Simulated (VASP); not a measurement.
**AlAs: single point with PBEsol**

The system is AlAs, a slab with vacuum.

```xyz
4
Lattice="3.7455 0.0000 0.0000 1.8727 3.2437 0.0000 0.0000 0.0000 18.5873" Properties=species:S:1:pos:R:3 pbc="T T T"
Al    3.7455    2.1625    8.5291
Al    0.0000    0.0000   11.5873
As    0.0000    0.0000    7.0000
As    1.8727    1.0812   10.0582
```

* Program: VASP 6.6.1
* Task: single point
* Functional: PBEsol
* Potentials or basis: VASP PAW PBE potentials, release 64 (Al, As)
* Cutoff: 400 eV
* k mesh: 4 × 4 × 1
* Occupations: fermi-dirac, width 0.15 eV
* Spin: no spin polarisation

The largest force is 0.544 eV/Å. The band gap on the k mesh is zero (band 8 reaches -0.28 eV, above the bottom of band 9 at -1.35 eV).

Forces in eV/Å, atoms in the order of the input:
```
Al   0.000  0.000 -0.390
Al   0.000  0.000 -0.464
As   0.000  0.000  0.310
As   0.000  0.000  0.544
```

Levels at points of the mesh, in eV from the Fermi level:
```
           k point  band 6  band 7  band 8  band 9  band 10  band 11
(0.00, 0.00, 0.00)   -0.24    0.00    0.90    0.90     2.61     3.75
(0.50, 0.00, 0.00)   -2.06   -1.67   -0.56   -0.18     1.20     1.98
```

Run time: 28 s on 1 thread of Intel(R) Xeon(R) Platinum 8375C CPU @ 2.90GHz (Ice Lake), with other jobs on the host, peak memory 0.24 GiB.

Caveat: the k points lie up to 0.48 Å⁻¹ apart; the PAW data sets were made with another functional, which shifts forces and pressure a little.
